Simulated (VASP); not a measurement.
The system is RbCl.

```xyz
2
Lattice="0.0000 3.3491 3.3491 3.3491 0.0000 3.3491 3.3491 3.3491 0.0000" Properties=species:S:1:pos:R:3 pbc="T T T"
Rb    0.0000    0.0000    0.0000
Cl    3.3491    3.3491    3.3491
```

```yaml
Program: VASP 6.6.1
Task: relaxation of cell and atoms
Functional: PBEsol
Potentials_or_basis: VASP PAW PBE potentials, release 64 (Rb_sv, Cl)
Cutoff: 500 eV
k_mesh: 6 × 6 × 6
Occupations: fermi-dirac, width 0.02 eV
Spin: no spin polarisation
```

At the start: pressure -1.0 GPa; volume 37.57 Å³/atom.

**Question.** Where does the relaxation end?

**Answer.** Over 4 steps the energy falls by 8.0 meV/atom and the volume is 35.07 Å³/atom (-6.7 %); space group Fm-3m (No. 225, to 0.05 Å).

The path:
```csv
step,energy change (eV),largest force (eV/Å),pressure (GPa),volume (Å³)
1,0.0000,0.0000,-0.96,75.13
2,-0.0116,0.0000,-0.55,72.70
3,-0.0161,0.0000,-0.05,70.35
4,-0.0161,0.0000,0.00,70.13
```

Final structure:
```
Rb Cl
1.0
     0.00000    3.27311    3.27311
     3.27311    0.00000    3.27311
     3.27311    3.27311    0.00000
Rb Cl
1 1
Direct
  0.00000 0.00000 0.00000
  0.50000 0.50000 0.50000
```

Caveat: the PAW data sets were made with another functional, which shifts forces and pressure a little.
